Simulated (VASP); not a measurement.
Here is a VASP 6.6.1 calculation.

The input INCAR:

```
  ALGO = Normal
  EDIFF = 1E-6
  ENCUT = 520
  GGA = PE
  ISIF = 2
  ISMEAR = 0
  LASPH = T
  LCHARG = F
  LREAL = F
  LWAVE = F
  NBANDS = 26
  NELM = 100
  PREC = Accurate
  SIGMA = 0.1
```

File KPOINTS:

```
k-points
0
Gamma
  4 4 4
```

The input POSCAR:

```
LiSc3
1.0
    4.0907307234      0.0000000000      0.0000000000
    0.0000000000      4.0907307234      0.0000000000
    0.0000000000      0.0000000000      4.0907307234
Li Sc
1 3
Direct
    0.0000000000      0.0000000000      0.0000000000
    0.0000000000      0.5000000000      0.5000000000
    0.5000000000      0.0000000000      0.5000000000
    0.5000000000      0.5000000000      0.0000000000
```

Potentials or basis: VASP PAW PBE potentials, release 64 (Li_sv, Sc_sv).

Run with:

```sh
$ cat potpaw_PBE.64/Li_sv/POTCAR potpaw_PBE.64/Sc_sv/POTCAR > POTCAR
$ mpirun -np 1 vasp_std > vasp.out
```

**Question.** What does it give for the band gap on the k mesh?

**Answer.** Zero (bands 18 and 19 overlap by 1.14 eV).

Caveat: the k points lie up to 0.38 Å⁻¹ apart, too coarse for converged energies and pressures of a metal.
